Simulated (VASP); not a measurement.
Set up this calculation in VASP 6.6.1, as the native input.

| Quantity | Value |
| --- | --- |
| Task | single point |
| Functional | r2SCAN |
| Potentials or basis | VASP PAW PBE potentials, release 64 (B, N) |
| Cutoff | 520 eV |
| k mesh | 12 × 12 × 6 |
| Occupations | gaussian, width 0.05 eV |
| Spin | no spin polarisation |
| Dipole correction | no |
| Further INCAR settings | ALGO = Normal; EDIFF = 1e-06; NBANDS = 16 |

Crystal: BN.

```
CELL_PARAMETERS angstrom
2.56671 0.00000 0.00000
-1.28335 2.22284 0.00000
0.00000 0.00000 4.22685
ATOMIC_POSITIONS crystal
B 0.66667 0.33333 0.99972
B 0.33333 0.66667 0.49972
N 0.66667 0.33333 0.62528
N 0.33333 0.66667 0.12528
```

This cell differs from its parent crystal: strain +0.0050 x Voigt [1, 1, 0, 0, 0, 0].

The input as run:

POSCAR

```
BN
1.0
    2.5667092997      0.0000000000      0.0000000000
   -1.2833546499      2.2228354577      0.0000000000
    0.0000000000      0.0000000000      4.2268550000
B N
2 2
Direct
    0.6666666667      0.3333333333      0.9997240000
    0.3333333333      0.6666666667      0.4997240000
    0.6666666667      0.3333333333      0.6252760000
    0.3333333333      0.6666666667      0.1252760000
```

INCAR.step1

```
SYSTEM = BN
ALGO = Normal ; EDIFF = 1E-4
ENCUT = 520 ; GGA = PE
ISMEAR = 0 ; LASPH = .True.
LCHARG = .False. ; LREAL = .False.
LWAVE = .True. ; NBANDS = 16
NELM = 100 ; PREC = Accurate
SIGMA = 0.05
```

INCAR.step2

```
SYSTEM = BN
ALGO = Normal ; EDIFF = 1E-6
ENCUT = 520 ; ISIF = 2
ISMEAR = 0 ; ISTART = 1
LASPH = .True. ; LCHARG = .False.
LMIXTAU = .True. ; LREAL = .False.
LWAVE = .False. ; METAGGA = R2SCAN
NBANDS = 16 ; NELM = 100
PREC = Accurate ; SIGMA = 0.05
```

KPOINTS

```
k-points
0
Gamma
  12 12 6
  0 0 0
```

Potentials or basis: VASP PAW PBE potentials, release 64 (B, N).

Launch:

```sh
$ cat potpaw_PBE.64/B/POTCAR potpaw_PBE.64/N/POTCAR > POTCAR
$ cp INCAR.step1 INCAR
$ mpirun -np 1 vasp_std > vasp.out
$ cp INCAR.step2 INCAR
$ mpirun -np 1 vasp_std > vasp.out
```

Results of the run:

```yaml
Pressure: -7.4 GPa
Largest_force: 0.024 eV/Å
Band_gap_on_the_k_mesh: 5.75 eV, indirect (least direct gap 8.84 eV)
```

Caveat: the cell differs from its parent crystal (strain +0.0050 x Voigt [1, 1, 0, 0, 0, 0]); the PAW data sets were made with another functional, which shifts forces and pressure a little.

Wall time 3 min on 1 thread of AMD EPYC 7R13, on a shared host, peak memory 0.12 GiB.
